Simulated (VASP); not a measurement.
A run of VASP 6.6.1 is set up as follows.

File INCAR:

```
SYSTEM = MgI2
ALGO = Normal ; EDIFF = 1E-7
ENCUT = 520 ; ISIF = 2
ISMEAR = 0 ; LASPH = .True.
LCHARG = .True. ; LELF = .True.
LREAL = .False. ; LVHAR = .True.
LWAVE = .False. ; NBANDS = 15
NELM = 100 ; PREC = Accurate
SIGMA = 0.05
```

KPOINTS

```
k-points
0
Gamma
  6 6 4
  0 0 0
```

POSCAR

```
MgI2
1.0
    4.0774752860      0.0000000000      0.0000000000
   -2.0387376430      3.5311971809      0.0000000000
    0.0000000000      0.0000000000      6.6885602206
Mg I
1 2
Direct
    0.0000000000      0.0000000000      0.0000000000
    0.3333333333      0.6666666667      0.7448732377
    0.6666666667      0.3333333333      0.2551267623
```

Potentials or basis: VASP PAW LDA potentials, release 64 (Mg, I).

The run is started by

```console
$ cat potpaw_LDA.64/Mg/POTCAR potpaw_LDA.64/I/POTCAR > POTCAR
$ mpirun -np 1 vasp_std > vasp.out
```

(1) Predict the pressure.

(2) What does it give for the largest force?

(3) Predict the band gap on the k mesh.

Answers

(1) -0.9 GPa.

(2) 0.290 eV/Å.

(3) 3.29 eV, indirect (least direct gap 3.50 eV).

Caveat: spin-orbit coupling is left out, which moves the levels of the heavy elements.
